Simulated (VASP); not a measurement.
# CdSe in VASP: further runs, part 2 of 3

VASP 6.6.1. Earlier steps stand in the parts before.

## Step 3: Single point, PBE (equal xx and yy strain of -3 %)

Input file INCAR:

```
  PREC = Accurate
  ENCUT = 520
  EDIFF = 1E-7
  ISMEAR = -1
  SIGMA = 0.03
  LREAL = False
  LASPH = True
  NELM = 60
  ALGO = Normal
  ISIF = 2
  LWAVE = False
  LCHARG = False
  GGA = PE
  NBANDS = 16
```

Input file KPOINTS:

```
regular mesh
0
Gamma
  8 8 8
```

Input file POSCAR:

```
CdSe
1.0
    0.0000000000      2.9781630626      3.0702711986
    2.9781630626      0.0000000000      3.0702711986
    2.9781630626      2.9781630626      0.0000000000
Cd Se
1 1
Direct
    0.0000000000      0.0000000000      0.0000000000
    0.2500000000      0.2500000000      0.2500000000
```

Potentials or basis: VASP PAW PBE potentials, release 64 (Cd, Se).

On the command line:

```
> cat potpaw_PBE.64/Cd/POTCAR potpaw_PBE.64/Se/POTCAR > POTCAR
> mpirun -np 1 vasp_std > vasp.out
```

OUTCAR:

```text
PREC = Accurate
   ENCUT = 520
   EDIFF = 1E-7
   ISMEAR = -1
   LREAL = False
   LASPH = True
   NELM = 60
   ISIF = 2
   GGA = PE

 ion  position               nearest neighbor table
   1  0.000  0.000  0.000-   2 2.61   2 2.61   2 2.61   2 2.61
   2  0.250  0.250  0.250-   1 2.61   1 2.61   1 2.61   1 2.61

  LATTYP: Found a body centered tetragonal cell.
 ALAT       =     4.2117585941
 C/A-ratio  =     1.4579521262

  Lattice vectors:

 A1 = (  -2.9781630626,   0.0000000000,   3.0702711986)
 A2 = (   2.9781630626,   0.0000000000,   3.0702711986)
 A3 = (   0.0000000000,   2.9781630626,  -3.0702711986)

Analysis of symmetry for initial positions (statically):
=====================================================================
 Subroutine PRICEL returns:
 Original cell was already a primitive cell.

 Routine SETGRP: Setting up the symmetry group for a
 body centered tetragonal supercell.

 Subroutine GETGRP returns: Found  8 space group operations
 (whereof  8 operations were pure point group operations)
 out of a pool of 16 trial point group operations.

The static configuration has the point symmetry D_2d.

Analysis of symmetry for dynamics (positions and initial velocities):
=====================================================================
 Subroutine PRICEL returns:
 Original cell was already a primitive cell.

 Routine SETGRP: Setting up the symmetry group for a
 body centered tetragonal supercell.

 Subroutine GETGRP returns: Found  8 space group operations
 (whereof  8 operations were pure point group operations)
 out of a pool of 16 trial point group operations.

The dynamic configuration has the point symmetry D_2d.

 Subroutine INISYM returns: Found  8 space group operations
 (whereof  8 operations are pure point group operations),
 and found     1 'primitive' translations

----------------------------------------------------------------------------------------

                                     Primitive cell

  volume of cell :      54.4633

  direct lattice vectors                    reciprocal lattice vectors
     0.000000000  2.978163063  3.070271199    -0.167888725  0.167888725  0.162852063
     2.978163063  0.000000000  3.070271199     0.167888725 -0.167888725  0.162852063
     2.978163063  2.978163063  0.000000000     0.167888725  0.167888725 -0.162852063

  length of vectors
     4.277384769  4.277384769  4.211758594     0.287913255  0.287913255  0.287913255

  position of ions in fractional coordinates (direct lattice)
     0.000000000  0.000000000  0.000000000
     0.250000000  0.250000000  0.250000000

  ion indices of the primitive-cell ions
   primitive index   ion index
                 1           1
                 2           2

----------------------------------------------------------------------------------------

 KPOINTS: regular mesh

Automatic generation of k-mesh.
 Grid dimensions read from file:
 generate k-points for:    8    8    8

 Generating k-lattice:

  Cartesian coordinates                     Fractional coordinates (reciprocal lattice)
    -0.020986091  0.020986091  0.020356508     0.125000000  0.000000000  0.000000000
     0.020986091 -0.020986091  0.020356508     0.000000000  0.125000000  0.000000000
     0.020986091  0.020986091 -0.020356508     0.000000000  0.000000000  0.125000000

  Length of vectors
     0.035989157  0.035989157  0.035989157

  Shift w.r.t. Gamma in fractional coordinates (k-lattice)
     0.000000000  0.000000000  0.000000000

 Subroutine IBZKPT returns following result:
 ===========================================

 Found     59 irreducible k-points:

 Following reciprocal coordinates:
            Coordinates               Weight
  0.000000  0.000000  0.000000      1.000000
  0.125000  0.000000  0.000000      8.000000
  0.250000  0.000000  0.000000      8.000000
  0.375000 -0.000000  0.000000      8.000000
  0.500000  0.000000  0.000000      4.000000
  0.125000  0.125000  0.000000      2.000000
[... 16 lines left out ...]
  0.250000  0.000000  0.125000     16.000000
  0.375000 -0.000000  0.125000     16.000000
 [... further k-points ...]
   k-points           NKPTS =     59   k-points in BZ     NKDIM =     59   number of bands    NBANDS=     16
   number of dos      NEDOS =    301   number of ions     NIONS =      2
   total plane-waves  NPLWV =  32768
   dimension x,y,z NGX =    32 NGY =   32 NGZ =   32
   dimension x,y,z NGXF=    64 NGYF=   64 NGZF=   64
   ions per type =               1   1
   NGX,Y,Z   is equivalent  to a cutoff of  12.44, 12.44, 12.63 a.u.
   NGXF,Y,Z  is equivalent  to a cutoff of  24.87, 24.87, 25.26 a.u.
 SYSTEM =  unknown system
   PREC   = accura    normal or accurate (medium, high low for compatibility)
   ISTART =      0    job   : 0-new  1-cont  2-samecut
   ICHARG =      2    charge: 1-file 2-atom 10-const
   ISPIN  =      1    spin polarized calculation?
   LNONCOLLINEAR =      F non collinear calculations
   LSORBIT =      F    spin-orbit coupling
   LASPH  =      T    aspherical Exc in radial PAW
   ENCUT  =  520.0 eV  38.22 Ry    6.18 a.u.   7.95  7.95  7.83*2*pi/ulx,y,z
   NELM   =     60;   NELMIN=  2; NELMDL= -5     # of ELM steps
   EDIFF  = 0.1E-06   stopping-criterion for ELM
   LREAL  =      F    real-space projection
   EDIFFG = 0.1E-05   stopping-criterion for IOM
   NSW    =      0    number of steps for IOM
   IBRION =     -1    ionic relax: 0-MD 1-quasi-New 2-CG
   NFREE  =      0    steps in history (QN), initial steepest desc. (CG)
   ISIF   =      2    stress and relaxation
   ISYM   =      2    0-nonsym 1-usesym 2-fastsym
   POTIM  = 0.5000    time-step for ionic-motion
   TEBEG  =    0.0;   TEEND  =   0.0 temperature during run
   PSTRESS=    0.0 pullay stress
   NELECT =      18.0000    total number of electrons
   NUPDOWN=      -1.0000    fix difference up-down
   EMIN   =  10.00;   EMAX   =-10.00  energy-range for DOS
   EFERMI =   0.00;   METHOD = LEGACY
   ISMEAR =    -1;   SIGMA  =   0.03  broadening in eV -4-tet -1-fermi 0-gaus
   EFERMI_NEDOS =   21; number of points for ismear=-14 and -15
   IALGO  =     38    algorithm
   IMIX   =      4    mixing-type and parameters
     AMIX     =   0.40;   BMIX     =  1.00
     AMIX_MAG =   1.60;   BMIX_MAG =  1.00
  volume/ion in A,a.u.               =      27.23       183.77
  Fermi-wavevector in a.u.,A,eV,Ry     =   1.131873  2.138930 17.430926  1.281137
  Thomas-Fermi vector in A             =   2.268573
   LORBIT       =      0    0 simple, 1 ext, 2 COOP (PROOUT), +10 PAW based schemes
   GGA     = PE    functional components
   LHFCALC =     F    Hartree Fock is set to
   AEXX    =    0.0000 exact exchange contribution
   IVDW    =     0    specifies the selected vdW correction
   LEPSILON=     F    determine dielectric tensor
   LRPA    =     F    only Hartree local field effects (RPA)
 non-spin polarized calculation
  energy-cutoff  :      520.00
  volume of cell :       54.46
 maximum number of plane-waves:      1480
   NGX = 15   NGY = 15   NGZ = 15

 number of electron      17.9999996 magnetization

 Free energy of the ion-electron system (eV)
  ---------------------------------------------------
  ext. energy  EPLUGINS =         0.00000000
  ---------------------------------------------------
  free energy    TOTEN  =        -5.41886958 eV

  energy without entropy =       -5.41886949  energy(sigma->0) =       -5.41886954

 E-fermi :   1.5706     XC(G=0):  -9.0348

 val. band max:        1.2389684416   @ k =   0.0000   0.0000   0.0000
 cond. band min:       1.8791274511   @ k =   0.0000   0.0000   0.0000
 fundamental gap:      0.6401590095
 Fermi energy:         1.5706367861

 k-point     1 :       0.0000    0.0000    0.0000
  band No.  band energies     occupation
      1     -11.5746      2.00000
      2      -6.8539      2.00000
      3      -6.8389      2.00000
      4      -6.8389      2.00000
      5      -6.4390      2.00000
      6      -6.4293      2.00000
[... 8 lines left out ...]
     15      12.1186      0.00000
     16      12.6157      0.00000

 k-point     2 :       0.1250    0.0000    0.0000
  band No.  band energies     occupation
      1     -11.5167      2.00000
      2      -6.8316      2.00000
      3      -6.8200      2.00000
      4      -6.7935      2.00000
      5      -6.4390      2.00000
      6      -6.4314      2.00000
[... 8 lines left out ...]
     15      11.7465      0.00000
     16      11.8626      0.00000
[... 387 lines left out ...]
      5      -6.4448      2.00000
      6      -6.4162      2.00000
[... 8 lines left out ...]
     15      12.1639      0.00000
     16      12.8424      0.00000

 k-point    24 :       0.3750   -0.0000    0.1250
  band No.  band energies     occupation
      1     -11.2395      2.00000
      2      -6.7491      2.00000
      3      -6.7262      2.00000
      4      -6.4992      2.00000
      5      -6.4068      2.00000
      6      -6.3459      2.00000
[... 8 lines left out ...]
     15      12.3787      0.00000
     16      12.9081      0.00000

 [... further k-points ...]
[... 5 lines left out ...]
  --------------------------------------------------------------------------------------
  -------------------------------------------------------------------------------------
  Total        1.8052181      1.8052181      1.6656870      0.0000000      0.0000000      0.0000000
  in kB       53.1051416     53.1051416     49.0004761      0.0000000      0.0000000      0.0000000
  external PRESSURE =      51.7369198 kB  Pullay stress =       0.0000000 kB

 VOLUME and BASIS-vectors are now :
 -----------------------------------------------------------------------------
  energy-cutoff  :      520.00
  volume of cell :       54.46
      direct lattice vectors                 reciprocal lattice vectors
     0.000000000  2.978163063  3.070271199    -0.167888725  0.167888725  0.162852063
     2.978163063  0.000000000  3.070271199     0.167888725 -0.167888725  0.162852063
     2.978163063  2.978163063  0.000000000     0.167888725  0.167888725 -0.162852063

 POSITION                                       TOTAL-FORCE (eV/Angst)
 -----------------------------------------------------------------------------------
      0.00000      0.00000      0.00000         0.000000      0.000000     -0.000000
      1.48908      1.48908      1.53514        -0.000000     -0.000000      0.000000
 -----------------------------------------------------------------------------------
    total drift:                               -0.000000     -0.000000     -0.000001

  FREE ENERGIE OF THE ION-ELECTRON SYSTEM (eV)
  ---------------------------------------------------
  free  energy   TOTEN  =        -5.4188695825 eV

  energy  without entropy=       -5.4188694876  energy(sigma->0) =       -5.41886954
```

OSZICAR:

```text
N       E                     dE             d eps       ncg     rms          rms(c)
DAV:   1     0.109842488926E+03    0.10984E+03   -0.89052E+03  1904   0.101E+03
DAV:   2    -0.175813184609E+01   -0.11160E+03   -0.10556E+03  2304   0.252E+02
DAV:   3    -0.577419833762E+01   -0.40161E+01   -0.40093E+01  2192   0.497E+01
DAV:   4    -0.579066668273E+01   -0.16468E-01   -0.16468E-01  2480   0.321E+00
DAV:   5    -0.579076995315E+01   -0.10327E-03   -0.10327E-03  2224   0.221E-01    0.669E+00
DAV:   6    -0.544067450534E+01    0.35010E+00   -0.52695E-01  2768   0.903E+00    0.521E+00
DAV:   7    -0.541773877807E+01    0.22936E-01   -0.15454E-01  2256   0.263E+00    0.218E+00
DAV:   8    -0.541862209059E+01   -0.88331E-03   -0.15021E-02  2192   0.152E+00    0.261E-01
DAV:   9    -0.541875815722E+01   -0.13607E-03   -0.15191E-03  2328   0.525E-01    0.476E-02
DAV:  10    -0.541882426737E+01   -0.66110E-04   -0.16569E-04  2448   0.164E-01    0.416E-02
DAV:  11    -0.541886920847E+01   -0.44941E-04   -0.73660E-05  2352   0.548E-02    0.145E-02
DAV:  12    -0.541886917358E+01    0.34891E-07   -0.24386E-06  2224   0.210E-02    0.480E-03
DAV:  13    -0.541886956713E+01   -0.39355E-06   -0.13889E-06  2384   0.827E-03    0.214E-03
DAV:  14    -0.541886958250E+01   -0.15370E-07   -0.29049E-08  1800   0.120E-03
   1 F= -.54188696E+01 E0= -.54188695E+01  d E =-.949286E-07
```

stdout:

```text
POSCAR found type information on POSCAR CdSe
 POSCAR found :  2 types and       2 ions
 scaLAPACK will be used
 LDA part: xc-table for (Slater+PW92), standard interpolation
 POSCAR, INCAR and KPOINTS ok, starting setup
 FFT: planning ... GRIDC
 FFT: planning ... GRID_SOFT
 FFT: planning ... GRID
 WAVECAR not read
 entering main loop
```

Run time: 16 s. Hardware: 1 thread of Intel Xeon 6975P-C (Granite Rapids), shared host; peak memory 0.2 GiB.

Results:

```
Free energy            : -5.4189 eV
Pressure               : 5.2 GPa
Band gap on the k mesh : 0.64 eV, direct
```

Levels at points of the mesh, in eV from the valence-band top:
```
           k point  band 6  band 7  band 8  band 9  band 10  band 11  band 12  band 13
(0.00, 0.00, 0.00)   -7.67   -0.10    0.00    0.00     0.64     5.90     5.90     5.91
(0.50, 0.00, 0.00)   -7.35   -4.61   -0.90   -0.76     2.39     6.32     6.53     7.48
(0.50, 0.50, 0.00)   -7.32   -4.38   -1.91   -1.91     3.12     3.93     9.05    10.40
(0.50, 0.00, 0.50)   -7.27   -4.20   -2.07   -2.01     3.01     3.67     9.33    10.17
```

Caveat: the cell differs from its parent crystal (equal xx and yy strain of -3 %).

(Part 2 of 3 ends here.)
